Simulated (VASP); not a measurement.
Write the native input for VASP 6.6.1 that does the following.

- Task: single point
- Functional: LDA
- Potentials or basis: VASP PAW LDA potentials, release 64 (Ba_sv, F)
- Cutoff: 600 eV
- k mesh: 6 × 6 × 6
- Occupations: gaussian, width 0.02 eV
- Spin: no spin polarisation
- Dipole correction: no
- Further INCAR settings: ALGO = Normal; EDIFF = 1e-06; NBANDS = 19

The structure of BaF2 lies in POSCAR:

```
BaF2
1.0
    0.0000000000      3.0224572772      3.0224572772
    3.0224572772      0.0000000000      3.0224572772
    3.0224572772      3.0224572772      0.0000000000
Ba F
1 2
Direct
    0.0000000000      0.0000000000      0.0000000000
    0.2500000000      0.2500000000      0.2500000000
    0.7500000000      0.7500000000      0.7500000000
```

The input as run:

INCAR

```
  ALGO = Normal
  EDIFF = 1E-6
  ENCUT = 600
  GGA = CA
  GGA_COMPAT = False
  ISIF = 2
  ISMEAR = 0
  LASPH = True
  LCHARG = True
  LELF = True
  LREAL = False
  LVHAR = True
  LWAVE = False
  NBANDS = 19
  NELM = 120
  PREC = Accurate
  SIGMA = 0.02
```

KPOINTS

```
k-points
0
Gamma
  6 6 6
```

Potentials or basis: VASP PAW LDA potentials, release 64 (Ba_sv, F).

Launch:

```console
$ cat potpaw_LDA.64/Ba_sv/POTCAR potpaw_LDA.64/F/POTCAR > POTCAR
$ mpirun -np 1 vasp_std > vasp.out
```

It gave:

```json
{
 "Pressure": "1.6 GPa",
 "Band gap on the k mesh": "6.73 eV, indirect (least direct gap 6.83 eV)"
}
```

Caveat: spin-orbit coupling is left out, which moves the levels of the heavy elements.

Wall time 24 s on 1 thread of Intel(R) Xeon(R) Platinum 8259CL CPU @ 2.50GHz (Skylake/Cascade Lake), with other jobs on the host, peak memory 0.17 GiB.
